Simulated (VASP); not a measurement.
**Ge: single point with LDA**

Crystal: Ge.

```
Ge
1.0
     2.96859    0.00000    0.00000
    -1.48429    2.57087    0.00000
     0.00000    0.00000    9.46164
Ge
4
Direct
  0.00000 0.00000 0.00000
  0.00000 0.00000 0.50000
  0.33333 0.66667 0.25000
  0.66667 0.33333 0.75000
```

This isn't the form of Ge at room conditions, which is diamond.

```yaml
Program: VASP 6.6.1
Task: single point
Functional: LDA
Potentials_or_basis: VASP PAW LDA potentials, release 64 (Ge_d)
Cutoff: 520 eV
k_mesh: 12 × 12 × 4
Occupations: fermi-dirac, width 0.1 eV
Spin: no spin polarisation
```

```json
{
 "Pressure": "-0.1 GPa",
 "Band gap on the k mesh": "zero (bands 28 and 29 overlap by 10.00 eV)"
}
```

Levels at points of the mesh, in eV from the Fermi level:
| k point | band 25 | band 26 | band 27 | band 28 | band 29 | band 30 | band 31 | band 32 |
| --- | --- | --- | --- | --- | --- | --- | --- | --- |
| (0.00, 0.00, 0.00) | -5.67 | 1.68 | 1.69 | 6.72 | 6.72 | 7.58 | 7.58 | 7.79 |
| (0.50, 0.00, 0.00) | -5.48 | -5.12 | -2.11 | -1.67 | -0.45 | 0.53 | 2.46 | 4.10 |
| (0.00, 0.00, 0.50) | -2.75 | -2.75 | 6.60 | 6.60 | 6.98 | 6.98 | 6.98 | 6.98 |
| (0.50, 0.00, 0.50) | -4.16 | -4.16 | -3.56 | -3.56 | 1.98 | 1.98 | 2.88 | 2.88 |

Wall time 42 s on 1 thread of Intel(R) Xeon(R) 6975P-C (Granite Rapids) (shared host), peak memory 0.22 GiB.
